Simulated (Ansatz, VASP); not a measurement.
Ta2Si: VASP beside Ansatz

Contents of INCAR:

```
PREC = Accurate
ENCUT = 520
EDIFF = 1E-7
ISMEAR = 0
SIGMA = 0.15
LREAL = F
LASPH = T
NELM = 100
ALGO = Fast
ISIF = 2
LWAVE = F
LCHARG = F
GGA = PS
NBANDS = 35
```

Contents of KPOINTS:

```
regular mesh
0
Gamma
  12 12 12
```

POSCAR

```
Ta2Si
1.0
   -3.3138468571      3.3138468571      2.4191033869
    3.3138468571     -3.3138468571      2.4191033869
    3.3138468571      3.3138468571     -2.4191033869
Ta Si
4 2
Direct
    0.6630661939      0.8369338061      0.5000000000
    0.8369338061      0.3369338061      0.1738676123
    0.3369338061      0.1630661939      0.5000000000
    0.1630661939      0.6630661939      0.8261323878
    0.2500000000      0.2500000000      0.0000000000
    0.7500000000      0.7500000000      0.0000000000
```

Input for Ansatz:

```yaml
crystal:
  lattice:
    - [-3.3138468571, 3.3138468571, 2.4191033869]
    - [3.3138468571, -3.3138468571, 2.4191033869]
    - [3.3138468571, 3.3138468571, -2.4191033869]
  atoms:
    - { symbol: Ta, position: [0.6630661939, 0.8369338061, 0.5] }
    - { symbol: Ta, position: [0.8369338061, 0.3369338061, 0.1738676123] }
    - { symbol: Ta, position: [0.3369338061, 0.1630661939, 0.5] }
    - { symbol: Ta, position: [0.1630661939, 0.6630661939, 0.8261323878] }
    - { symbol: Si, position: [0.25, 0.25, 0.0] }
    - { symbol: Si, position: [0.75, 0.75, 0.0] }
basis:
  ecutwfc: 420
kpoints:
  mp_grid: { grid: [12, 12, 12] }
hamiltonian:
  xc: pbesol
scf:
  occupations: { method: gaussian, width: 0.15 }
output:
  forces: true
  stress: true
  eigenvalues: true
```

Change from the starting cell: strain +0.080 along x and y, -0.040 along z, atoms carried along.

Alike in both runs: task single point; functional PBEsol; k mesh 12 × 12 × 12; occupations gaussian, width 0.15 eV; no spin polarisation.

|  | VASP | Ansatz |
| --- | --- | --- |
| version | VASP 6.6.1 | Ansatz 0.2.0 |
| potentials or method | VASP PAW PBE potentials, release 64 (Ta_pv, Si), cutoff 520 eV | scalar-relativistic, plane waves, PAW |
| valence electrons in the cell | 52 | 60 |

Ansatz gave:

* gap on the k mesh at the Fermi level (eV): none
* pressure (GPa): -19.1
* traceless stress, the component that is largest in VASP (GPa): 15.23
* rms of the force components (eV/Å): 0.081

Task: Estimate VASP's values.

Result: gap on the k mesh at the Fermi level (eV): none; pressure (GPa): -19.0; traceless stress, the component that is largest in VASP (GPa): 15.20; rms of the force components (eV/Å): 0.080.

VASP's potentials were made for PBE, not for PBEsol. Atom by atom the forces differ by 0.001 eV/Å (rms over components). A gap of «none» marks a metal or a gap that the smearing closes. With one functional, cell and mesh, what is left measures potentials, basis and numerics. VASP's potentials hold 52 valence electrons a cell and Ansatz's 60, so a difference there can come from the potentials and not from the codes.

Neither program's run includes spin-orbit coupling.
